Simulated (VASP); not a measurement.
A run of VASP 6.6.1:

The input INCAR:

```
SYSTEM = FeSi
  ALGO = Normal
  EDIFF = 1E-6
  EDIFFG = -0.001
  ENCUT = 600
  GGA = PE
  IBRION = 2
  ISIF = 3
  ISMEAR = 0
  LASPH = .True.
  LCHARG = .False.
  LREAL = .False.
  LWAVE = .False.
  NELM = 60
  NSW = 80
  PREC = Accurate
  SIGMA = 0.01
```

KPOINTS

```
k-points
0
Gamma
  8 8 8
  0 0 0
```

Contents of POSCAR:

```
FeSi
1.0
    4.4479696592      0.0000000000      0.0000000000
    0.0000000000      4.4479696592      0.0000000000
    0.0000000000      0.0000000000      4.4479696592
Fe Si
4 4
Direct
    0.1359900669      0.1359900669      0.1359900669
    0.3640099331      0.8640099331      0.6359900669
    0.6359900669      0.3640099331      0.8640099331
    0.8640099331      0.6359900669      0.3640099331
    0.8407102842      0.8407102842      0.8407102842
    0.6592897158      0.1592897158      0.3407102842
    0.3407102842      0.6592897158      0.1592897158
    0.1592897158      0.3407102842      0.6592897158
```

Potentials or basis: VASP PAW PBE potentials, release 64 (Fe, Si).

Launch:

```bash
$ cat potpaw_PBE.64/Fe/POTCAR potpaw_PBE.64/Si/POTCAR > POTCAR
$ mpirun -np 1 vasp_std > vasp.out
```

Hardware: 1 thread of Intel(R) Xeon(R) 6975P-C (Granite Rapids) (shared host).

Question: Estimate the wall time of this run.

Answer: Wall time 7.8 min on 1 thread of Intel(R) Xeon(R) 6975P-C (Granite Rapids), with other jobs on the host, peak memory 0.27 GiB. Counts: scf iterations 100, k points 45, ion steps 28.
